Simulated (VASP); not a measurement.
# AlN (P4_2/mnm) in VASP: further runs

AlN is run at these levels: PBE; tasks: single point.

All numbers are computed with VASP 6.6.1; they aren't measurements. Logs are shortened: lines on timing, memory, paths and dates and some standing lists are left out, and cuts for length are marked.

**1. The cell of the first run**

It takes space group P4_2/mnm (No. 136, tetragonal). The conventional cell has a = 5.131 Å, b = 5.131 Å, c = 3.065 Å, α = 90.00°, β = 90.00°, γ = 90.00°. Within 2.4 Å of Al (site symmetry m2m) lie 4 N at 1.82 to 1.87 Å. N (site symmetry m2m) has 4 Al at 1.82 to 1.87 Å within 2.4 Å.

**2. Single point, PBE (volume scaled by 0.91, then relaxed in part)**

Input file INCAR:

```
PREC = Accurate
ENCUT = 520
EDIFF = 1E-6
ISMEAR = 0
SIGMA = 0.02
LREAL = False
LASPH = True
NELM = 60
ALGO = Normal
ISIF = 2
LWAVE = False
LCHARG = False
GGA = PE
NBANDS = 26
```

Input file KPOINTS:

```
Automatic mesh
0
Gamma
  4 4 8
```

Input file POSCAR:

```
AlN
1.0
    5.1308140517      0.0000000000      0.0000000000
    0.0000000000      5.1308140517      0.0000000000
    0.0000000000      0.0000000000      3.0647075618
Al N
4 4
Direct
    0.6779981059      0.6779981059      0.0000000000
    0.1779981059      0.8220018941      0.5000000000
    0.8220018941      0.1779981059      0.5000000000
    0.3220018941      0.3220018941      0.0000000000
    0.8133402045      0.8133402045      0.5000000000
    0.1866597955      0.1866597955      0.5000000000
    0.6866597955      0.3133402045      0.0000000000
    0.3133402045      0.6866597955      0.0000000000
```

Potentials or basis: VASP PAW PBE potentials, release 64 (Al, N).

Started as:

```bash
$ cat potpaw_PBE.64/Al/POTCAR potpaw_PBE.64/N/POTCAR > POTCAR
$ mpirun -np 1 vasp_std > vasp.out
```

OUTCAR:

```text
PREC = Accurate
   ENCUT = 520
   EDIFF = 1E-6
   ISMEAR = 0
   LREAL = False
   LASPH = True
   NELM = 60
   ISIF = 2
   GGA = PE

 ion  position               nearest neighbor table
   1  0.678  0.678  0.000-   5 1.82   5 1.82   8 1.87   7 1.87   4 2.58   3 3.08   2 3.08   3 3.08
                             2 3.08   3 3.08   3 3.08   2 3.08   2 3.08
   2  0.178  0.822  0.500-   8 1.82   8 1.82   5 1.87   6 1.87   3 2.58   1 3.08   1 3.08   4 3.08
                             4 3.08   4 3.08   4 3.08   1 3.08   1 3.08
   3  0.822  0.178  0.500-   7 1.82   7 1.82   5 1.87   6 1.87   2 2.58   1 3.08   1 3.08   4 3.08
                             4 3.08   1 3.08   1 3.08   4 3.08   4 3.08
   4  0.322  0.322  0.000-   6 1.82   6 1.82   8 1.87   7 1.87   1 2.58   2 3.08   2 3.08   3 3.08
                             3 3.08   2 3.08   2 3.08   3 3.08   3 3.08
   5  0.813  0.813  0.500-   1 1.82   1 1.82   3 1.87   2 1.87
   6  0.187  0.187  0.500-   4 1.82   4 1.82   2 1.87   3 1.87
   7  0.687  0.313  0.000-   3 1.82   3 1.82   4 1.87   1 1.87
   8  0.313  0.687  0.000-   2 1.82   2 1.82   4 1.87   1 1.87

  LATTYP: Found a simple tetragonal cell.
 ALAT       =     5.1308140517
 C/A-ratio  =     0.5973140969

  Lattice vectors:

 A1 = (   5.1308140517,   0.0000000000,   0.0000000000)
 A2 = (   0.0000000000,   5.1308140517,   0.0000000000)
 A3 = (   0.0000000000,   0.0000000000,   3.0647075618)

Analysis of symmetry for initial positions (statically):
=====================================================================
 Subroutine PRICEL returns:
 Original cell was already a primitive cell.

 Routine SETGRP: Setting up the symmetry group for a
 simple tetragonal supercell.

 Subroutine GETGRP returns: Found 16 space group operations
 (whereof  8 operations were pure point group operations)
 out of a pool of 16 trial point group operations.

The static configuration has the point symmetry D_2h.
 The point group associated with its full space group is D_4h.

Analysis of symmetry for dynamics (positions and initial velocities):
=====================================================================
 Subroutine PRICEL returns:
 Original cell was already a primitive cell.

 Routine SETGRP: Setting up the symmetry group for a
 simple tetragonal supercell.

 Subroutine GETGRP returns: Found 16 space group operations
 (whereof  8 operations were pure point group operations)
 out of a pool of 16 trial point group operations.

The dynamic configuration has the point symmetry D_2h.
 The point group associated with its full space group is D_4h.

 Subroutine INISYM returns: Found 16 space group operations
 (whereof  8 operations are pure point group operations),
 and found     1 'primitive' translations

----------------------------------------------------------------------------------------

                                     Primitive cell

  volume of cell :      80.6792

  direct lattice vectors                    reciprocal lattice vectors
     5.130814052  0.000000000  0.000000000     0.194900846  0.000000000  0.000000000
     0.000000000  5.130814052  0.000000000     0.000000000  0.194900846  0.000000000
     0.000000000  0.000000000  3.064707562     0.000000000  0.000000000  0.326295407

  length of vectors
     5.130814052  5.130814052  3.064707562     0.194900846  0.194900846  0.326295407

  position of ions in fractional coordinates (direct lattice)
     0.677998106  0.677998106  0.000000000
     0.177998106  0.822001894  0.500000000
     0.822001894  0.177998106  0.500000000
     0.322001894  0.322001894  0.000000000
     0.813340205  0.813340205  0.500000000
     0.186659795  0.186659795  0.500000000
     0.686659795  0.313340205  0.000000000
     0.313340205  0.686659795  0.000000000

  ion indices of the primitive-cell ions
   primitive index   ion index
                 1           1
                 2           2
                 3           3
                 4           4
                 5           5
                 6           6
                 7           7
                 8           8

----------------------------------------------------------------------------------------

 KPOINTS: Automatic mesh

Automatic generation of k-mesh.
 Grid dimensions read from file:
 generate k-points for:    4    4    8

 Generating k-lattice:

  Cartesian coordinates                     Fractional coordinates (reciprocal lattice)
     0.048725212  0.000000000  0.000000000     0.250000000  0.000000000  0.000000000
     0.000000000  0.048725212  0.000000000     0.000000000  0.250000000  0.000000000
     0.000000000  0.000000000  0.040786926     0.000000000  0.000000000  0.125000000

  Length of vectors
     0.048725212  0.048725212  0.040786926

  Shift w.r.t. Gamma in fractional coordinates (k-lattice)
     0.000000000  0.000000000  0.000000000

 Subroutine IBZKPT returns following result:
 ===========================================

 Found     30 irreducible k-points:

 Following reciprocal coordinates:
            Coordinates               Weight
  0.000000  0.000000  0.000000      1.000000
  0.250000  0.000000  0.000000      4.000000
  0.500000  0.000000  0.000000      2.000000
  0.250000  0.250000  0.000000      4.000000
  0.500000  0.250000  0.000000      4.000000
  0.500000  0.500000  0.000000      1.000000
[... 16 lines left out ...]
  0.500000  0.250000  0.375000      8.000000
  0.500000  0.500000  0.375000      2.000000
 [... further k-points ...]
   k-points           NKPTS =     30   k-points in BZ     NKDIM =     30   number of bands    NBANDS=     26
   number of dos      NEDOS =    301   number of ions     NIONS =      8
   total plane-waves  NPLWV =  38400
   dimension x,y,z NGX =    40 NGY =   40 NGZ =   24
   dimension x,y,z NGXF=    80 NGYF=   80 NGZF=   48
   ions per type =               4   4
   NGX,Y,Z   is equivalent  to a cutoff of  12.96, 12.96, 13.02 a.u.
   NGXF,Y,Z  is equivalent  to a cutoff of  25.92, 25.92, 26.04 a.u.
 SYSTEM =  unknown system
   PREC   = accura    normal or accurate (medium, high low for compatibility)
   ISTART =      0    job   : 0-new  1-cont  2-samecut
   ICHARG =      2    charge: 1-file 2-atom 10-const
   ISPIN  =      1    spin polarized calculation?
   LNONCOLLINEAR =      F non collinear calculations
   LSORBIT =      F    spin-orbit coupling
   LASPH  =      T    aspherical Exc in radial PAW
   ENCUT  =  520.0 eV  38.22 Ry    6.18 a.u.   9.54  9.54  5.70*2*pi/ulx,y,z
   NELM   =     60;   NELMIN=  2; NELMDL= -5     # of ELM steps
   EDIFF  = 0.1E-05   stopping-criterion for ELM
   LREAL  =      F    real-space projection
   EDIFFG = 0.1E-04   stopping-criterion for IOM
   NSW    =      0    number of steps for IOM
   IBRION =     -1    ionic relax: 0-MD 1-quasi-New 2-CG
   NFREE  =      0    steps in history (QN), initial steepest desc. (CG)
   ISIF   =      2    stress and relaxation
   ISYM   =      2    0-nonsym 1-usesym 2-fastsym
   POTIM  = 0.5000    time-step for ionic-motion
   TEBEG  =    0.0;   TEEND  =   0.0 temperature during run
   PSTRESS=    0.0 pullay stress
   NELECT =      32.0000    total number of electrons
   NUPDOWN=      -1.0000    fix difference up-down
   EMIN   =  10.00;   EMAX   =-10.00  energy-range for DOS
   EFERMI =   0.00;   METHOD = LEGACY
   ISMEAR =     0;   SIGMA  =   0.02  broadening in eV -4-tet -1-fermi 0-gaus
   EFERMI_NEDOS =   21; number of points for ismear=-14 and -15
   IALGO  =     38    algorithm
   IMIX   =      4    mixing-type and parameters
     AMIX     =   0.40;   BMIX     =  1.00
     AMIX_MAG =   1.60;   BMIX_MAG =  1.00
  volume/ion in A,a.u.               =      10.08        68.06
  Fermi-wavevector in a.u.,A,eV,Ry     =   1.202830  2.273019 19.684913  1.446800
  Thomas-Fermi vector in A             =   2.338601
   LORBIT       =      0    0 simple, 1 ext, 2 COOP (PROOUT), +10 PAW based schemes
   GGA     = PE    functional components
   LHFCALC =     F    Hartree Fock is set to
   AEXX    =    0.0000 exact exchange contribution
   IVDW    =     0    specifies the selected vdW correction
   LEPSILON=     F    determine dielectric tensor
   LRPA    =     F    only Hartree local field effects (RPA)
 non-spin polarized calculation
 Gauss-broadening in eV      SIGMA  =   0.02
  energy-cutoff  :      520.00
  volume of cell :       80.68
 maximum number of plane-waves:      2204
 NGX is ok and might be reduce to    40
   NGX = 19   NGY = 19   NGZ = 11

 number of electron      32.0000003 magnetization

 Free energy of the ion-electron system (eV)
  ---------------------------------------------------
  ext. energy  EPLUGINS =         0.00000000
  ---------------------------------------------------
  free energy    TOTEN  =       -58.85230727 eV

  energy without entropy =      -58.85230727  energy(sigma->0) =      -58.85230727

 E-fermi :   6.5414     XC(G=0): -10.9939

 val. band max:        6.4576599743   @ k =   0.0000   0.0000   0.0000
 cond. band min:      10.8062282336   @ k =   0.0000   0.0000   0.0000
 fundamental gap:      4.3485682593
 Fermi energy:         6.5413872721

 k-point     1 :       0.0000    0.0000    0.0000
  band No.  band energies     occupation
      1      -9.1269      2.00000
      2      -6.8792      2.00000
      3      -6.8792      2.00000
      4      -6.5434      2.00000
      5       0.2631      2.00000
      6       1.1617      2.00000
[... 18 lines left out ...]
     25      18.5016      0.00000
     26      18.6907      0.00000

 k-point     2 :       0.2500    0.0000    0.0000
  band No.  band energies     occupation
      1      -8.9092      2.00000
      2      -7.4772      2.00000
      3      -6.7688      2.00000
      4      -6.3861      2.00000
      5       0.3789      2.00000
      6       1.6343      2.00000
[... 18 lines left out ...]
     25      17.6818      0.00000
[... 608 lines left out ...]
     25      17.7483      0.00000
     26      17.7483      0.00000

 k-point    24 :       0.5000    0.5000    0.3750
  band No.  band energies     occupation
      1      -7.1479      2.00000
      2      -7.1479      2.00000
      3      -6.4497      2.00000
      4      -6.4497      2.00000
      5       0.6802      2.00000
      6       0.6802      2.00000
[... 18 lines left out ...]
     25      18.0816      0.00000
     26      18.0991      0.00000

 [... further k-points ...]
[... 5 lines left out ...]
  --------------------------------------------------------------------------------------
  -------------------------------------------------------------------------------------
  Total       10.0455785     10.0455785     10.0499261      0.0000000      0.0000000      0.0000000
  in kB      199.4912923    199.4912923    199.5776302      0.0000000      0.0000000      0.0000000
  external PRESSURE =     199.5200716 kB  Pullay stress =       0.0000000 kB

 VOLUME and BASIS-vectors are now :
 -----------------------------------------------------------------------------
  energy-cutoff  :      520.00
  volume of cell :       80.68
      direct lattice vectors                 reciprocal lattice vectors
     5.130814052  0.000000000  0.000000000     0.194900846  0.000000000  0.000000000
     0.000000000  5.130814052  0.000000000     0.000000000  0.194900846  0.000000000
     0.000000000  0.000000000  3.064707562     0.000000000  0.000000000  0.326295407

 POSITION                                       TOTAL-FORCE (eV/Angst)
 -----------------------------------------------------------------------------------
      3.47868      3.47868      0.00000        -0.002133     -0.002133     -0.000000
      0.91328      4.21754      1.53235        -0.002133      0.002133      0.000000
      4.21754      0.91328      1.53235         0.002133     -0.002133     -0.000000
      1.65213      1.65213      0.00000         0.002133      0.002133      0.000000
      4.17310      4.17310      1.53235         0.001975      0.001975      0.000000
      0.95772      0.95772      1.53235        -0.001975     -0.001975     -0.000000
      3.52312      1.60769      0.00000        -0.001975      0.001975      0.000000
      1.60769      3.52312      0.00000         0.001975     -0.001975     -0.000000
 -----------------------------------------------------------------------------------
    total drift:                                0.000000      0.000000      0.000000

  FREE ENERGIE OF THE ION-ELECTRON SYSTEM (eV)
  ---------------------------------------------------
  free  energy   TOTEN  =       -58.8523072681 eV

  energy  without entropy=      -58.8523072681  energy(sigma->0) =      -58.85230727
```

Run time: 34 s. Hardware: 1 thread of AMD EPYC 9R45 (Zen 5), shared host; peak memory 0.17 GiB.

Results:

```yaml
Free_energy: -58.8523 eV
Pressure: 20.0 GPa
Largest_force: 0.003 eV/Å
Band_gap_on_the_k_mesh: 4.35 eV, direct
```

Forces in eV/Å, atoms in the order of the input:
```
Al  -0.002 -0.002  0.000
Al  -0.002  0.002  0.000
Al   0.002 -0.002  0.000
Al   0.002  0.002  0.000
N    0.002  0.002  0.000
N   -0.002 -0.002  0.000
N   -0.002  0.002  0.000
N    0.002 -0.002  0.000
```

**3. Single point, PBE (volume scaled by 0.94, then relaxed in part)**

Input file INCAR:

```
ALGO = Normal
EDIFF = 1E-6
ENCUT = 520
GGA = PE
ISIF = 2
ISMEAR = 0
LASPH = T
LCHARG = T
LELF = T
LREAL = F
LVHAR = T
LWAVE = F
NBANDS = 26
NELM = 100
PREC = Accurate
SIGMA = 0.02
```

Input file KPOINTS:

```
k-points
0
Gamma
  4 4 8
```

Input file POSCAR:

```
AlN
1.0
    5.2001618093      0.0000000000      0.0000000000
    0.0000000000      5.2001618093      0.0000000000
    0.0000000000      0.0000000000      3.0818701559
Al N
4 4
Direct
    0.6775824667      0.6775824667      0.0000000000
    0.1775824667      0.8224175333      0.5000000000
    0.8224175333      0.1775824667      0.5000000000
    0.3224175333      0.3224175333      0.0000000000
    0.8141802389      0.8141802389      0.5000000000
    0.1858197611      0.1858197611      0.5000000000
    0.6858197611      0.3141802389      0.0000000000
    0.3141802389      0.6858197611      0.0000000000
```

Potentials or basis: VASP PAW PBE potentials, release 64 (Al, N).

Started as:

```bash
$ cat potpaw_PBE.64/Al/POTCAR potpaw_PBE.64/N/POTCAR > POTCAR
$ mpirun -np 1 vasp_std > vasp.out
```

Wall time 36 s (1 thread of AMD EPYC 9R45 (Zen 5), shared host); peak memory 0.18 GiB.

It converged, with:

```
Free energy            : -59.1200 eV
Pressure               : 12.3 GPa
Largest force          : 0.005 eV/Å
Band gap on the k mesh : 4.15 eV, direct
```

Forces in eV/Å, atoms in the order of the input:
```
Al  -0.004 -0.004  0.000
Al  -0.004  0.004  0.000
Al   0.004 -0.004  0.000
Al   0.004  0.004  0.000
N   -0.001 -0.001  0.000
N    0.001  0.001  0.000
N    0.001 -0.001  0.000
N   -0.001  0.001  0.000
```

Levels at points of the mesh, in eV from the valence-band top:
| k point | band 12 | band 13 | band 14 | band 15 | band 16 | band 17 | band 18 | band 19 | band 20 | band 21 |
| --- | --- | --- | --- | --- | --- | --- | --- | --- | --- | --- |
| (0.00, 0.00, 0.00) | -0.94 | -0.58 | -0.09 | -0.09 | 0.00 | 4.15 | 6.10 | 6.64 | 7.37 | 7.37 |
| (0.50, 0.00, 0.00) | -1.69 | -0.71 | -0.71 | -0.63 | -0.63 | 6.10 | 6.10 | 6.73 | 6.73 | 9.00 |
| (0.50, 0.50, 0.00) | -1.40 | -1.08 | -1.08 | -1.06 | -1.06 | 6.28 | 6.28 | 6.65 | 6.65 | 9.22 |
| (0.00, 0.00, 0.50) | -2.51 | -1.73 | -1.73 | -1.54 | -1.54 | 6.18 | 6.18 | 7.98 | 7.98 | 8.45 |
| (0.50, 0.00, 0.50) | -2.20 | -1.43 | -1.43 | -0.68 | -0.68 | 6.47 | 6.47 | 7.00 | 7.00 | 7.15 |
| (0.50, 0.50, 0.50) | -1.44 | -1.23 | -1.23 | -0.99 | -0.99 | 5.35 | 5.35 | 5.98 | 5.98 | 8.44 |

[end of part 1 of 2]
